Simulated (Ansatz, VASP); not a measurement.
**AgPt3: VASP beside Ansatz**

```
Ag Pt
1.0
     3.90000    0.03900    0.03900
     0.03900    3.90000    0.03900
     0.03900    0.03900    3.90000
Ag Pt
1 3
Direct
  0.00000 0.00000 0.00000
  0.00000 0.50000 0.50000
  0.50000 0.00000 0.50000
  0.50000 0.50000 0.00000
```

Change from the starting cell: equal xy, yz and zx shear strains of +2 %.

Alike in both runs: task single point; functional LDA; k mesh 9 × 9 × 9; occupations fermi-dirac, width 0.08 eV; no spin polarisation.

```csv
,VASP,Ansatz
version,VASP 6.6.1,Ansatz 0.2.0
potentials or method,"VASP PAW LDA potentials, release 64 (Ag, Pt), cutoff 520 eV","all-electron LAPW, scalar-relativistic"
```

Ansatz gave:

* pressure (GPa): 2.7
* traceless stress, the component that is largest in VASP (GPa): -2.22

**Question.** Which values does VASP return?

**Answer.** Pressure (GPa): 3.3; traceless stress, the component that is largest in VASP (GPa): -2.25.

LDA's correlation is that of Perdew and Zunger in VASP and of Perdew and Wang (1992) in Ansatz. Ansatz ran all-electron here, and VASP with PAW potentials.

Spin-orbit coupling is off throughout.
